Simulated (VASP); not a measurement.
# Al (P6_3/mmc) in VASP: a series of runs

Al is run at these levels: PBEsol; tasks: single point.

Everything below comes from runs of VASP 6.6.1. Logs are shortened: lines on timing, memory, paths and dates and some standing lists are left out, and cuts for length are marked.

**1. The cell of the first run**

Symmetry: P6_3/mmc, No. 194, hexagonal system. The conventional cell has a = 2.827 Å, b = 2.827 Å, c = 9.186 Å, α = 90.00°, β = 90.00°, γ = 120.00°. Al (site symmetry -3m) has 12 Al at 2.82 to 2.83 Å within 3.7 Å. Within 3.7 Å of Al (site symmetry -6m2) lie 12 Al at 2.82 to 2.83 Å.

**2. Single point, PBEsol**

Input file INCAR:

```
ALGO = Normal
EDIFF = 1E-6
ENCUT = 520
GGA = PS
ISIF = 2
ISMEAR = 1
LASPH = T
LCHARG = F
LREAL = F
LWAVE = F
NBANDS = 14
NELM = 100
PREC = Accurate
SIGMA = 0.1
```

Input file KPOINTS:

```
k-points
0
Gamma
  10 10 3
```

Input file POSCAR:

```
Al
1.0
    2.8270770000      0.0000000000      0.0000000000
   -1.4135385000      2.4483205005      0.0000000000
    0.0000000000      0.0000000000      9.1859930000
Al
4
Direct
    0.0000000000      0.0000000000      0.0000000000
    0.3333333333      0.6666666667      0.2500000000
    0.0000000000      0.0000000000      0.5000000000
    0.6666666667      0.3333333333      0.7500000000
```

Potentials or basis: VASP PAW PBE potentials, release 64 (Al).

Run with:

```bash
cat potpaw_PBE.64/Al/POTCAR > POTCAR
mpirun -np 1 vasp_std > vasp.out
```

OUTCAR:

```text
EDIFF = 1E-6
   ENCUT = 520
   GGA = PS
   ISIF = 2
   ISMEAR = 1
   LASPH = T
   LREAL = F
   NELM = 100
   PREC = Accurate

 ion  position               nearest neighbor table
   1  0.000  0.000  0.000-   2 2.82   4 2.82   4 2.82   2 2.82   4 2.82   2 2.82
   2  0.333  0.667  0.250-   1 2.82   3 2.82   1 2.82   3 2.82   1 2.82   3 2.82
   3  0.000  0.000  0.500-   2 2.82   4 2.82   4 2.82   2 2.82   4 2.82   2 2.82
   4  0.667  0.333  0.750-   1 2.82   3 2.82   1 2.82   3 2.82   1 2.82   3 2.82

  LATTYP: Found a hexagonal cell.
 ALAT       =     2.8270770000
 C/A-ratio  =     3.2492899910

  Lattice vectors:

 A1 = (   2.8270770000,   0.0000000000,   0.0000000000)
 A2 = (  -1.4135385000,   2.4483205005,   0.0000000000)
 A3 = (   0.0000000000,   0.0000000000,   9.1859930000)

Analysis of symmetry for initial positions (statically):
=====================================================================
 Subroutine PRICEL returns:
 Original cell was already a primitive cell.

 Routine SETGRP: Setting up the symmetry group for a
 hexagonal supercell.

 Subroutine GETGRP returns: Found 24 space group operations
 (whereof 12 operations were pure point group operations)
 out of a pool of 24 trial point group operations.

The static configuration has the point symmetry D_3d.
 The point group associated with its full space group is D_6h.

Analysis of symmetry for dynamics (positions and initial velocities):
=====================================================================
 Subroutine PRICEL returns:
 Original cell was already a primitive cell.

 Routine SETGRP: Setting up the symmetry group for a
 hexagonal supercell.

 Subroutine GETGRP returns: Found 24 space group operations
 (whereof 12 operations were pure point group operations)
 out of a pool of 24 trial point group operations.

The dynamic configuration has the point symmetry D_3d.
 The point group associated with its full space group is D_6h.

 Subroutine INISYM returns: Found 24 space group operations
 (whereof 12 operations are pure point group operations),
 and found     1 'primitive' translations

----------------------------------------------------------------------------------------

                                     Primitive cell

  volume of cell :      63.5817

  direct lattice vectors                    reciprocal lattice vectors
     2.827077000  0.000000000  0.000000000     0.353722237  0.204221629  0.000000000
    -1.413538500  2.448320500  0.000000000     0.000000000  0.408443257  0.000000000
     0.000000000  0.000000000  9.185993000     0.000000000  0.000000000  0.108861394

  length of vectors
     2.827077000  2.827077000  9.185993000     0.408443257  0.408443257  0.108861394

  position of ions in fractional coordinates (direct lattice)
     0.000000000  0.000000000  0.000000000
     0.333333333  0.666666667  0.250000000
     0.000000000  0.000000000  0.500000000
     0.666666667  0.333333333  0.750000000

  ion indices of the primitive-cell ions
   primitive index   ion index
                 1           1
                 2           2
                 3           3
                 4           4

----------------------------------------------------------------------------------------

 KPOINTS: k-points

Automatic generation of k-mesh.
 Grid dimensions read from file:
 generate k-points for:   10   10    3

 Generating k-lattice:

  Cartesian coordinates                     Fractional coordinates (reciprocal lattice)
     0.035372224  0.020422163  0.000000000     0.100000000  0.000000000  0.000000000
     0.000000000  0.040844326  0.000000000     0.000000000  0.100000000  0.000000000
     0.000000000  0.000000000  0.036287131     0.000000000  0.000000000  0.333333333

  Length of vectors
     0.040844326  0.040844326  0.036287131

  Shift w.r.t. Gamma in fractional coordinates (k-lattice)
     0.000000000  0.000000000  0.000000000

 Subroutine IBZKPT returns following result:
 ===========================================

 Found     28 irreducible k-points:

 Following reciprocal coordinates:
            Coordinates               Weight
  0.000000  0.000000  0.000000      1.000000
  0.100000  0.000000  0.000000      6.000000
  0.200000  0.000000  0.000000      6.000000
  0.300000  0.000000  0.000000      6.000000
  0.400000  0.000000  0.000000      6.000000
  0.500000  0.000000  0.000000      3.000000
[... 16 lines left out ...]
  0.300000  0.100000  0.333333     24.000000
  0.400000  0.100000  0.333333     24.000000
 [... further k-points ...]
   k-points           NKPTS =     28   k-points in BZ     NKDIM =     28   number of bands    NBANDS=     14
   number of dos      NEDOS =    301   number of ions     NIONS =      4
   total plane-waves  NPLWV =  40320
   dimension x,y,z NGX =    24 NGY =   24 NGZ =   70
   dimension x,y,z NGXF=    48 NGYF=   48 NGZF=  140
   ions per type =               4
   NGX,Y,Z   is equivalent  to a cutoff of  14.11, 14.11, 12.67 a.u.
   NGXF,Y,Z  is equivalent  to a cutoff of  28.23, 28.23, 25.34 a.u.
 SYSTEM =  unknown system
   PREC   = accura    normal or accurate (medium, high low for compatibility)
   ISTART =      0    job   : 0-new  1-cont  2-samecut
   ICHARG =      2    charge: 1-file 2-atom 10-const
   ISPIN  =      1    spin polarized calculation?
   LNONCOLLINEAR =      F non collinear calculations
   LSORBIT =      F    spin-orbit coupling
   LASPH  =      T    aspherical Exc in radial PAW
   ENCUT  =  520.0 eV  38.22 Ry    6.18 a.u.   5.26  5.26 17.08*2*pi/ulx,y,z
   NELM   =    100;   NELMIN=  2; NELMDL= -5     # of ELM steps
   EDIFF  = 0.1E-05   stopping-criterion for ELM
   LREAL  =      F    real-space projection
   EDIFFG = 0.1E-04   stopping-criterion for IOM
   NSW    =      0    number of steps for IOM
   IBRION =     -1    ionic relax: 0-MD 1-quasi-New 2-CG
   NFREE  =      0    steps in history (QN), initial steepest desc. (CG)
   ISIF   =      2    stress and relaxation
   ISYM   =      2    0-nonsym 1-usesym 2-fastsym
   POTIM  = 0.5000    time-step for ionic-motion
   TEBEG  =    0.0;   TEEND  =   0.0 temperature during run
   PSTRESS=    0.0 pullay stress
   NELECT =      12.0000    total number of electrons
   NUPDOWN=      -1.0000    fix difference up-down
   EMIN   =  10.00;   EMAX   =-10.00  energy-range for DOS
   EFERMI =   0.00;   METHOD = LEGACY
   ISMEAR =     1;   SIGMA  =   0.10  broadening in eV -4-tet -1-fermi 0-gaus
   EFERMI_NEDOS =   21; number of points for ismear=-14 and -15
   IALGO  =     38    algorithm
   IMIX   =      4    mixing-type and parameters
     AMIX     =   0.40;   BMIX     =  1.00
     AMIX_MAG =   1.60;   BMIX_MAG =  1.00
  volume/ion in A,a.u.               =      15.90       107.27
  Fermi-wavevector in a.u.,A,eV,Ry     =   0.939055  1.774558 11.997960  0.881825
  Thomas-Fermi vector in A             =   2.066329
   LORBIT       =      0    0 simple, 1 ext, 2 COOP (PROOUT), +10 PAW based schemes
   GGA     = PS    functional components
   LHFCALC =     F    Hartree Fock is set to
   AEXX    =    0.0000 exact exchange contribution
   IVDW    =     0    specifies the selected vdW correction
   LEPSILON=     F    determine dielectric tensor
   LRPA    =     F    only Hartree local field effects (RPA)
 non-spin polarized calculation
 Methfessel and Paxton  Order N= 1 SIGMA  =   0.10
  energy-cutoff  :      520.00
  volume of cell :       63.58
 maximum number of plane-waves:      1738
 NGX is ok and might be reduce to    24
   NGX = 11   NGY = 11   NGZ = 35

 number of electron      12.0000000 magnetization

 Free energy of the ion-electron system (eV)
  ---------------------------------------------------
  ext. energy  EPLUGINS =         0.00000000
  ---------------------------------------------------
  free energy    TOTEN  =       -16.34734707 eV

  energy without entropy =      -16.34769477  energy(sigma->0) =      -16.34746297

 E-fermi :   8.3855     XC(G=0): -10.3944

 val. band max:        8.3597185590   @ k =   0.4000   0.2000   0.3333
 cond. band min:       8.4587681612   @ k =   0.4000   0.1000   0.0000
 fundamental gap:      0.0990496022
 Fermi energy:         8.3854841789

 k-point     1 :       0.0000    0.0000    0.0000
  band No.  band energies     occupation
      1      -3.0476      2.00000
      2      -1.3056      2.00000
      3      -1.3045      2.00000
      4       3.6272      2.00000
      5       3.9814      2.00000
      6      11.9464      0.00000
      7      11.9596      0.00000
      8      19.2005      0.00000
      9      19.2005      0.00000
     10      19.3602      0.00000
     11      19.3602      0.00000
     12      20.3211      0.00000
     13      20.3215      0.00000
     14      20.4962      0.00000

 k-point     2 :       0.1000    0.0000    0.0000
  band No.  band energies     occupation
      1      -2.8011      2.00000
      2      -1.0622      2.00000
      3      -1.0610      2.00000
      4       3.8549      2.00000
      5       4.2211      2.00000
      6      12.1319      0.00000
      7      12.1587      0.00000
      8      15.9230      0.00000
      9      17.3143      0.00000
     10      17.3892      0.00000
     11      17.4087      0.00000
     12      18.8481      0.00000
     13      18.8611      0.00000
     14      18.9207      0.00000

 k-point     3 :       0.2000    0.0000    0.0000
  band No.  band energies     occupation
      1      -2.0640      2.00000
      2      -0.3349      2.00000
      3      -0.3332      2.00000
      4       4.5375      2.00000
      5       4.9290      2.00000
      6      11.8382      0.00000
      7      12.5620      0.00000
      8      13.1225      0.00000
      9      13.6782      0.00000
     10      13.9863      0.00000
     11      15.9216      0.00000
     12      17.1477      0.00000
     13      17.4055      0.00000
     14      17.4069      0.00000
[... 324 lines left out ...]
 k-point    23 :       0.3000    0.1000    0.3333
  band No.  band energies     occupation
      1       0.3132      2.00000
      2       0.8816      2.00000
      3       3.1241      2.00000
      4       4.7602      2.00000
      5       7.3580      2.00000
      6       7.8775      2.00000
      7       9.3600     -0.00000
      8      10.1138     -0.00000
      9      11.4266      0.00000
     10      11.7320      0.00000
     11      12.5152      0.00000
     12      12.9193      0.00000
     13      14.7874      0.00000
     14      15.9870      0.00000

 k-point    24 :       0.4000    0.1000    0.3333
  band No.  band energies     occupation
      1       2.2222      2.00000
      2       2.7780      2.00000
      3       4.5408      2.00000
      4       4.7433      2.00000
      5       5.4251      2.00000
      6       6.5984      2.00000
      7       7.5301      2.00000
      8       9.0026     -0.00000
      9      10.8125      0.00000
     10      11.6216      0.00000
     11      12.2633      0.00000
     12      13.2787      0.00000
     13      14.1551      0.00000
     14      14.4714      0.00000

 [... further k-points ...]
[... 5 lines left out ...]
  --------------------------------------------------------------------------------------
  -------------------------------------------------------------------------------------
  Total        0.3621442      0.3621442      1.4334938      0.0000000      0.0000000      0.0000000
  in kB        9.1255731      9.1255731     36.1222148      0.0000000      0.0000000      0.0000000
  external PRESSURE =      18.1244537 kB  Pullay stress =       0.0000000 kB

 VOLUME and BASIS-vectors are now :
 -----------------------------------------------------------------------------
  energy-cutoff  :      520.00
  volume of cell :       63.58
      direct lattice vectors                 reciprocal lattice vectors
     2.827077000  0.000000000  0.000000000     0.353722237  0.204221629  0.000000000
    -1.413538500  2.448320500  0.000000000     0.000000000  0.408443257  0.000000000
     0.000000000  0.000000000  9.185993000     0.000000000  0.000000000  0.108861394

 POSITION                                       TOTAL-FORCE (eV/Angst)
 -----------------------------------------------------------------------------------
      0.00000      0.00000      0.00000         0.000000      0.000000      0.000000
     -0.00000      1.63221      2.29650         0.000000     -0.000000      0.000000
      0.00000      0.00000      4.59300         0.000000      0.000000      0.000000
      1.41354      0.81611      6.88949        -0.000000      0.000000     -0.000000
 -----------------------------------------------------------------------------------
    total drift:                               -0.000000      0.000000      0.000000

  FREE ENERGIE OF THE ION-ELECTRON SYSTEM (eV)
  ---------------------------------------------------
  free  energy   TOTEN  =       -16.3473470688 eV

  energy  without entropy=      -16.3476947700  energy(sigma->0) =      -16.34746297
```

Run time: 65 s. Hardware: 1 thread of AMD EPYC 7R13, shared host; peak memory 0.15 GiB.

What came out:

- Free energy: -16.3473 eV
- Pressure: 1.8 GPa
- Band gap on the k mesh: zero (band 6 reaches 12.39 eV, above the bottom of band 7 at 6.96 eV)

Caveat: the PAW data sets were made with another functional, which shifts forces and pressure a little.

**3. Single point, PBEsol**

Input file INCAR:

```
SYSTEM = Al
ALGO = Normal ; EDIFF = 1E-7
ENCUT = 520 ; GGA = PS
ISIF = 2 ; ISMEAR = 1
LASPH = .TRUE. ; LCHARG = .FALSE.
LREAL = .FALSE. ; LWAVE = .FALSE.
NBANDS = 14 ; NELM = 60
PREC = Accurate ; SIGMA = 0.1
```

Input file KPOINTS:

```
k-points
0
G
  10 10 3
  0 0 0
```

POSCAR is that of step 2.

Potentials or basis: VASP PAW PBE potentials, release 64 (Al).

Run with:

```bash
cat potpaw_PBE.64/Al/POTCAR > POTCAR
mpirun -np 1 vasp_std > vasp.out
```

OUTCAR:

```text
SYSTEM = Al
   EDIFF = 1E-7
   ENCUT = 520
   GGA = PS
   ISIF = 2
   ISMEAR = 1
   LASPH = .TRUE.
   LREAL = .FALSE.
   NELM = 60
   PREC = Accurate

 ion  position               nearest neighbor table
   1  0.000  0.000  0.000-   2 2.82   4 2.82   4 2.82   2 2.82   4 2.82   2 2.82
   2  0.333  0.667  0.250-   1 2.82   3 2.82   1 2.82   3 2.82   1 2.82   3 2.82
   3  0.000  0.000  0.500-   2 2.82   4 2.82   4 2.82   2 2.82   4 2.82   2 2.82
   4  0.667  0.333  0.750-   1 2.82   3 2.82   1 2.82   3 2.82   1 2.82   3 2.82

  LATTYP: Found a hexagonal cell.
 ALAT       =     2.8270770000
 C/A-ratio  =     3.2492899910

  Lattice vectors:

 A1 = (   2.8270770000,   0.0000000000,   0.0000000000)
 A2 = (  -1.4135385000,   2.4483205005,   0.0000000000)
 A3 = (   0.0000000000,   0.0000000000,   9.1859930000)

Analysis of symmetry for initial positions (statically):
=====================================================================
 Subroutine PRICEL returns:
 Original cell was already a primitive cell.

 Routine SETGRP: Setting up the symmetry group for a
 hexagonal supercell.

 Subroutine GETGRP returns: Found 24 space group operations
 (whereof 12 operations were pure point group operations)
 out of a pool of 24 trial point group operations.

The static configuration has the point symmetry D_3d.
 The point group associated with its full space group is D_6h.

Analysis of symmetry for dynamics (positions and initial velocities):
=====================================================================
 Subroutine PRICEL returns:
 Original cell was already a primitive cell.

 Routine SETGRP: Setting up the symmetry group for a
 hexagonal supercell.

 Subroutine GETGRP returns: Found 24 space group operations
 (whereof 12 operations were pure point group operations)
 out of a pool of 24 trial point group operations.

The dynamic configuration has the point symmetry D_3d.
 The point group associated with its full space group is D_6h.

 Subroutine INISYM returns: Found 24 space group operations
 (whereof 12 operations are pure point group operations),
 and found     1 'primitive' translations
[... 127 lines left out ...]
   IVDW    =     0    specifies the selected vdW correction
   LEPSILON=     F    determine dielectric tensor
   LRPA    =     F    only Hartree local field effects (RPA)
 non-spin polarized calculation
 Methfessel and Paxton  Order N= 1 SIGMA  =   0.10
  energy-cutoff  :      520.00
  volume of cell :       63.58
 maximum number of plane-waves:      1738
 NGX is ok and might be reduce to    24
   NGX = 11   NGY = 11   NGZ = 35

 number of electron      12.0000000 magnetization

 Free energy of the ion-electron system (eV)
  ---------------------------------------------------
  ext. energy  EPLUGINS =         0.00000000
  ---------------------------------------------------
  free energy    TOTEN  =       -16.34734704 eV

  energy without entropy =      -16.34769474  energy(sigma->0) =      -16.34746294

 E-fermi :   8.3855     XC(G=0): -10.3944

 val. band max:        8.3597181646   @ k =   0.4000   0.2000   0.3333
 cond. band min:       8.4587674241   @ k =   0.4000   0.1000   0.0000
 fundamental gap:      0.0990492595
 Fermi energy:         8.3854836513

 k-point     1 :       0.0000    0.0000    0.0000
  band No.  band energies     occupation
      1      -3.0476      2.00000
      2      -1.3056      2.00000
      3      -1.3045      2.00000
      4       3.6272      2.00000
      5       3.9814      2.00000
      6      11.9464      0.00000
      7      11.9596      0.00000
      8      19.2005      0.00000
      9      19.2005      0.00000
     10      19.3602      0.00000
     11      19.3602      0.00000
     12      20.3211      0.00000
     13      20.3213      0.00000
     14      20.4962      0.00000
[... 377 lines left out ...]
      1       2.2222      2.00000
      2       2.7780      2.00000
      3       4.5408      2.00000
      4       4.7433      2.00000
      5       5.4251      2.00000
      6       6.5984      2.00000
      7       7.5301      2.00000
      8       9.0026     -0.00000
      9      10.8125      0.00000
     10      11.6216      0.00000
     11      12.2633      0.00000
     12      13.2787      0.00000
     13      14.1551      0.00000
     14      14.4714      0.00000

 [... further k-points ...]
[... 5 lines left out ...]
  --------------------------------------------------------------------------------------
  -------------------------------------------------------------------------------------
  Total        0.3622062      0.3622062      1.4335580      0.0000000      0.0000000     -0.0000000
  in kB        9.1271344      9.1271344     36.1238338      0.0000000      0.0000000     -0.0000000
  external PRESSURE =      18.1260342 kB  Pullay stress =       0.0000000 kB

 VOLUME and BASIS-vectors are now :
 -----------------------------------------------------------------------------
  energy-cutoff  :      520.00
  volume of cell :       63.58
      direct lattice vectors                 reciprocal lattice vectors
     2.827077000  0.000000000  0.000000000     0.353722237  0.204221629  0.000000000
    -1.413538500  2.448320500  0.000000000     0.000000000  0.408443257  0.000000000
     0.000000000  0.000000000  9.185993000     0.000000000  0.000000000  0.108861394

 POSITION                                       TOTAL-FORCE (eV/Angst)
 -----------------------------------------------------------------------------------
      0.00000      0.00000      0.00000        -0.000000     -0.000000     -0.000000
     -0.00000      1.63221      2.29650         0.000000     -0.000000      0.000000
      0.00000      0.00000      4.59300        -0.000000     -0.000000     -0.000000
      1.41354      0.81611      6.88949        -0.000000      0.000000     -0.000000
 -----------------------------------------------------------------------------------
    total drift:                               -0.000000      0.000000      0.000000

  FREE ENERGIE OF THE ION-ELECTRON SYSTEM (eV)
  ---------------------------------------------------
  free  energy   TOTEN  =       -16.3473470387 eV

  energy  without entropy=      -16.3476947357  energy(sigma->0) =      -16.34746294
```

Wall time 61 s (1 thread of AMD EPYC 7R13, shared host); peak memory 0.15 GiB.

What came out:

```yaml
Free_energy: -16.3473 eV
Pressure: 1.8 GPa
Band_gap_on_the_k_mesh: zero (band 6 reaches 12.39 eV, above the bottom of band 7 at 6.96 eV)
```

Stress tensor (GPa, compression positive):
```
0.91 0.00 0.00
0.00 0.91 0.00
0.00 0.00 3.61
```

Levels at points of the mesh, in eV from the Fermi level:
```
           k point  band 3  band 4  band 5  band 6  band 7  band 8
(0.00, 0.00, 0.00)   -9.69   -4.76   -4.40    3.56    3.57   10.82
(0.50, 0.00, 0.00)   -4.08   -4.01   -3.42   -3.35    0.78    1.21
```

Caveat: the PAW data sets were made with another functional, which shifts forces and pressure a little.
